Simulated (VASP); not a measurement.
# SnO (Cmc2_1) in VASP: settings compared

The runs below take SnO through electric field gradients, with PBEsol, LDA.

All numbers are computed with VASP 6.6.1; they aren't measurements. Logs are shortened: lines on timing, memory, paths and dates and some standing lists are left out, and cuts for length are marked.

### Step 1. The cell of the first run

The typed cell holds 8 atoms: a = 3.799 Å, b = 3.799 Å, c = 11.120 Å, α = 90.00°, β = 90.00°, γ = 97.68°.

### Step 2. Electric field gradients, PBEsol

INCAR reads:

```
SYSTEM = SnO
PREC = Accurate
ENCUT = 520
EDIFF = 1E-8
ISMEAR = -1
SIGMA = 0.02
LREAL = .FALSE.
LASPH = .TRUE.
NELM = 100
ALGO = Normal
ISIF = 2
LWAVE = .FALSE.
LCHARG = .FALSE.
GGA = PS
LEFG = .TRUE.
NBANDS = 50
```

KPOINTS reads:

```
regular mesh
0
G
  8 8 3
  0 0 0
```

POSCAR reads:

```
SnO
1.0
    2.5000000000     -2.8600000000      0.0000000000
    2.5000000000      2.8600000000      0.0000000000
    0.0000000000      0.0000000000     11.1200000000
Sn O
4 4
Direct
    0.0000644613     -0.0000644613     -0.0141813991
   -0.0000644613      0.0000644613      0.4858186009
    0.4996782207      0.5003217793      0.2711709667
    0.5003217793      0.4996782207      0.7711709667
    0.9998128461      0.5000024912      0.3785052162
    0.0001871539      0.4999975088      0.8785052162
    0.4999975088      0.0001871539      0.3785052162
    0.5000024912      0.9998128461      0.8785052162
```

Potentials or basis: VASP PAW PBE potentials, release 64 (Sn_d, O).

The run is started by

```
cat potpaw_PBE.64/Sn_d/POTCAR potpaw_PBE.64/O/POTCAR > POTCAR
mpirun -np 1 vasp_std > vasp.out
```

OUTCAR:

```text
SYSTEM = SnO
   PREC = Accurate
   ENCUT = 520
   EDIFF = 1E-8
   ISMEAR = -1
   LREAL = .FALSE.
   LASPH = .TRUE.
   NELM = 100
   ISIF = 2
   GGA = PS

 ion  position               nearest neighbor table
   1  0.000  1.000  0.986-   6 2.24   8 2.24   6 2.24   8 2.24   4 3.46   4 3.46   4 3.72   4 3.73

   2  1.000  0.000  0.486-   5 2.24   7 2.24   7 2.24   5 2.24   3 3.46   3 3.46   3 3.72   3 3.73

   3  0.500  0.500  0.271-   5 2.24   7 2.24   5 2.24   7 2.24   2 3.46   2 3.46   2 3.72   2 3.73

   4  0.500  0.500  0.771-   6 2.24   8 2.24   8 2.24   6 2.24   1 3.46   1 3.46   1 3.72   1 3.73

   5  1.000  0.500  0.379-   3 2.24   2 2.24   2 2.24   3 2.24
   6  0.000  0.500  0.879-   4 2.24   1 2.24   1 2.24   4 2.24
   7  0.500  0.000  0.379-   3 2.24   2 2.24   2 2.24   3 2.24
   8  0.500  1.000  0.879-   4 2.24   1 2.24   1 2.24   4 2.24

  LATTYP: Found a base centered orthorhombic cell.
 ALAT       =     5.0000000000
 B/A-ratio  =     1.1440000000
 C/A-ratio  =     2.2240000000

  Lattice vectors:

 A1 = (   2.5000000000,  -2.8600000000,   0.0000000000)
 A2 = (   2.5000000000,   2.8600000000,   0.0000000000)
 A3 = (   0.0000000000,   0.0000000000,  11.1200000000)

Analysis of symmetry for initial positions (statically):
=====================================================================
 Subroutine PRICEL returns:
 Original cell was already a primitive cell.

 Routine SETGRP: Setting up the symmetry group for a
 base centered orthorhombic supercell.

 Subroutine GETGRP returns: Found  4 space group operations
 (whereof  2 operations were pure point group operations)
 out of a pool of  8 trial point group operations.

The static configuration has the point symmetry C_1h.
 The point group associated with its full space group is C_2v.

Analysis of symmetry for dynamics (positions and initial velocities):
=====================================================================
 Subroutine PRICEL returns:
 Original cell was already a primitive cell.

 Routine SETGRP: Setting up the symmetry group for a
 base centered orthorhombic supercell.

 Subroutine GETGRP returns: Found  4 space group operations
 (whereof  2 operations were pure point group operations)
 out of a pool of  8 trial point group operations.

The dynamic configuration has the point symmetry C_1h.
 The point group associated with its full space group is C_2v.

 Subroutine INISYM returns: Found  4 space group operations
 (whereof  2 operations are pure point group operations),
 and found     1 'primitive' translations

----------------------------------------------------------------------------------------

                                     Primitive cell

  volume of cell :     159.0160

  direct lattice vectors                    reciprocal lattice vectors
     2.500000000 -2.860000000  0.000000000     0.200000000 -0.174825175  0.000000000
     2.500000000  2.860000000  0.000000000     0.200000000  0.174825175  0.000000000
     0.000000000  0.000000000 11.120000000     0.000000000  0.000000000  0.089928058

  length of vectors
     3.798631332  3.798631332 11.120000000     0.265638555  0.265638555  0.089928058

  position of ions in fractional coordinates (direct lattice)
     0.000064461  0.999935539  0.985818601
     0.999935539  0.000064461  0.485818601
     0.499678221  0.500321779  0.271170967
     0.500321779  0.499678221  0.771170967
     0.999812846  0.500002491  0.378505216
     0.000187154  0.499997509  0.878505216
     0.499997509  0.000187154  0.378505216
     0.500002491  0.999812846  0.878505216

  ion indices of the primitive-cell ions
   primitive index   ion index
                 1           1
                 2           2
                 3           3
                 4           4
[... 77 lines left out ...]
   LREAL  =      F    real-space projection
   EDIFFG = 0.1E-06   stopping-criterion for IOM
   NSW    =      0    number of steps for IOM
   IBRION =     -1    ionic relax: 0-MD 1-quasi-New 2-CG
   NFREE  =      0    steps in history (QN), initial steepest desc. (CG)
   ISIF   =      2    stress and relaxation
   ISYM   =      2    0-nonsym 1-usesym 2-fastsym
   POTIM  = 0.5000    time-step for ionic-motion
   TEBEG  =    0.0;   TEEND  =   0.0 temperature during run
   PSTRESS=    0.0 pullay stress
   NELECT =      80.0000    total number of electrons
   NUPDOWN=      -1.0000    fix difference up-down
   EMIN   =  10.00;   EMAX   =-10.00  energy-range for DOS
   EFERMI =   0.00;   METHOD = LEGACY
   ISMEAR =    -1;   SIGMA  =   0.02  broadening in eV -4-tet -1-fermi 0-gaus
   EFERMI_NEDOS =   21; number of points for ismear=-14 and -15
   IALGO  =     38    algorithm
   IMIX   =      4    mixing-type and parameters
     AMIX     =   0.40;   BMIX     =  1.00
     AMIX_MAG =   1.60;   BMIX_MAG =  1.00
  volume/ion in A,a.u.               =      19.88       134.14
  Fermi-wavevector in a.u.,A,eV,Ry     =   1.302041  2.460500 23.066092  1.695310
  Thomas-Fermi vector in A             =   2.433135
   LORBIT       =      0    0 simple, 1 ext, 2 COOP (PROOUT), +10 PAW based schemes
   GGA     = PS    functional components
   LHFCALC =     F    Hartree Fock is set to
   AEXX    =    0.0000 exact exchange contribution
   IVDW    =     0    specifies the selected vdW correction
   LEPSILON=     F    determine dielectric tensor
   LRPA    =     F    only Hartree local field effects (RPA)
 non-spin polarized calculation
  energy-cutoff  :      520.00
  volume of cell :      159.02
 maximum number of plane-waves:      4328
   NGX = 15   NGY = 15   NGZ = 41

 number of electron      80.0000014 magnetization

 Free energy of the ion-electron system (eV)
  ---------------------------------------------------
  ext. energy  EPLUGINS =         0.00000000
  ---------------------------------------------------
  free energy    TOTEN  =       -47.55345518 eV

  energy without entropy =      -47.55345518  energy(sigma->0) =      -47.55345518

 E-fermi :   5.8270     XC(G=0):  -9.7448

 val. band max:        5.5074211889   @ k =   0.0000   0.0000   0.0000
 cond. band min:       6.1369845708   @ k =   0.5000   0.5000   0.0000
 fundamental gap:      0.6295633820
 Fermi energy:         5.8269707059

 k-point     1 :       0.0000    0.0000    0.0000
  band No.  band energies     occupation
      1     -16.0890      2.00000
      2     -16.0857      2.00000
      3     -15.7530      2.00000
      4     -15.7421      2.00000
      5     -15.7399      2.00000
      6     -15.7387      2.00000
[... 1261 lines left out ...]
     49      10.6549      0.00000
     50      10.7616      0.00000

 [... further k-points ...]

------------------------ aborting loop because EDIFF is reached ----------------------------------------

  FORCE on cell =-STRESS in cart. coord.  units (eV):
  Direction    XX          YY          ZZ          XY          YZ          ZX
  --------------------------------------------------------------------------------------
  -------------------------------------------------------------------------------------
  Total        9.3057295     -9.6869617     -3.2773395      0.0000000      0.0000000      0.0000000
  in kB       93.7605573    -97.6016903    -33.0210736      0.0000000      0.0000000      0.0000000
  external PRESSURE =     -12.2874022 kB  Pullay stress =       0.0000000 kB

 VOLUME and BASIS-vectors are now :
 -----------------------------------------------------------------------------
  energy-cutoff  :      520.00
  volume of cell :      159.02
      direct lattice vectors                 reciprocal lattice vectors
     2.500000000 -2.860000000  0.000000000     0.200000000 -0.174825175  0.000000000
     2.500000000  2.860000000  0.000000000     0.200000000  0.174825175  0.000000000
     0.000000000  0.000000000 11.120000000     0.000000000  0.000000000  0.089928058

 POSITION                                       TOTAL-FORCE (eV/Angst)
 -----------------------------------------------------------------------------------
      2.50000      2.85963     10.96230         0.000000     -0.000174     -0.249883
      2.50000     -2.85963      5.40230         0.000000      0.000174     -0.249883
      2.50000      0.00184      3.01542         0.000000     -0.003576      0.252084
      2.50000     -0.00184      8.57542         0.000000      0.003576      0.252084
      3.74954     -1.42946      4.20898         0.006699      0.001501     -0.001100
      1.25046      1.42946      9.76898        -0.006699     -0.001501     -0.001100
      1.25046     -1.42946      4.20898        -0.006699      0.001501     -0.001100
      3.74954      1.42946      9.76898         0.006699     -0.001501     -0.001100
 -----------------------------------------------------------------------------------
    total drift:                                0.000000     -0.000000      0.001095

  FREE ENERGIE OF THE ION-ELECTRON SYSTEM (eV)
  ---------------------------------------------------
  free  energy   TOTEN  =       -47.5534551839 eV

  energy  without entropy=      -47.5534551826  energy(sigma->0) =      -47.55345518

 Electric field gradients (V/A^2)
---------------------------------------------------------------------
 ion       V_xx      V_yy      V_zz      V_xy      V_xz      V_yz
---------------------------------------------------------------------
   1     107.085    61.657  -168.741     0.000     0.000    -0.091
   2     107.085    61.657  -168.741     0.000    -0.000     0.091
   3     107.074    61.668  -168.742    -0.000    -0.000    -0.708
   4     107.074    61.668  -168.742    -0.000    -0.000     0.708
   5     -50.470    36.074    14.396     0.010    -0.061    -0.005
   6     -50.470    36.074    14.396     0.010     0.061     0.005
   7     -50.470    36.074    14.396    -0.010     0.061    -0.005
   8     -50.470    36.074    14.396    -0.010    -0.061     0.005
---------------------------------------------------------------------

 Electric field gradients after diagonalization (V/A^2)
 (convention: |V_zz| > |V_xx| > |V_yy|)
----------------------------------------------------------------------
 ion       V_xx      V_yy      V_zz     asymmetry (V_yy - V_xx)/ V_zz
----------------------------------------------------------------------
   1     107.085    61.657  -168.741       0.269
   2     107.085    61.657  -168.741       0.269
   3     107.074    61.670  -168.744       0.269
   4     107.074    61.670  -168.744       0.269
   5      36.074    14.396   -50.470       0.430
   6      36.074    14.396   -50.470       0.430
   7      36.074    14.396   -50.470       0.430
   8      36.074    14.396   -50.470       0.430
----------------------------------------------------------------------

           NMR quadrupolar parameters

 Cq : quadrupolar parameter    Cq=e*Q*V_zz/h
 eta: asymmetry parameters     (V_yy - V_xx)/ V_zz
 Q  : nuclear electric quadrupole moment in mb (millibarn)
----------------------------------------------------------------------
 ion       Cq(MHz)       eta       Q (mb)
----------------------------------------------------------------------
   1      -0.408       0.269       1.000
   2      -0.408       0.269       1.000
   3      -0.408       0.269       1.000
   4      -0.408       0.269       1.000
   5      -0.122       0.430       1.000
   6      -0.122       0.430       1.000
   7      -0.122       0.430       1.000
   8      -0.122       0.430       1.000
----------------------------------------------------------------------
```

Wall time 2.6 min (1 thread of Intel Xeon 6975P-C (Granite Rapids), shared host); peak memory 0.38 GiB.

What came out:

```
Free energy                             : -47.5535 eV
Pressure                                : -1.2 GPa
Largest force                           : 0.252 eV/Å
Band gap on the k mesh                  : 0.63 eV
Largest electric field gradient by atom : Sn -168.7; O -50.5 V/Å²
```

Forces on the atoms (eV/Å):
```
Sn   0.000  0.000 -0.250
Sn   0.000  0.000 -0.250
Sn   0.000 -0.004  0.252
Sn   0.000  0.004  0.252
O    0.007  0.002 -0.001
O   -0.007 -0.002 -0.001
O   -0.007  0.002 -0.001
O    0.007 -0.002 -0.001
```

Stress tensor (GPa, compression positive):
```
 9.38  0.00  0.00
 0.00 -9.76  0.00
 0.00  0.00 -3.30
```

Electric field gradients, principal values (V/Å²):
| atom | least | middle | greatest (by size) |
| --- | --- | --- | --- |
| 1 Sn | 61.657 | 107.085 | -168.741 |
| 2 Sn | 61.657 | 107.085 | -168.741 |
| 3 Sn | 61.670 | 107.074 | -168.744 |
| 4 Sn | 61.670 | 107.074 | -168.744 |
| 5 O | 14.396 | 36.074 | -50.470 |
| 6 O | 14.396 | 36.074 | -50.470 |
| 7 O | 14.396 | 36.074 | -50.470 |
| 8 O | 14.396 | 36.074 | -50.470 |

Caveat: without QUAD_EFG the Cq values of the log hold for a quadrupole moment of 1 mb, not for the nuclei; the PAW data sets were made with another functional, which shifts forces and pressure a little; spin-orbit coupling is left out, which moves the levels of the heavy elements; an odd mesh through Γ misses points on the zone boundary, where band edges can lie.

(Continued in part 2 of 2.)
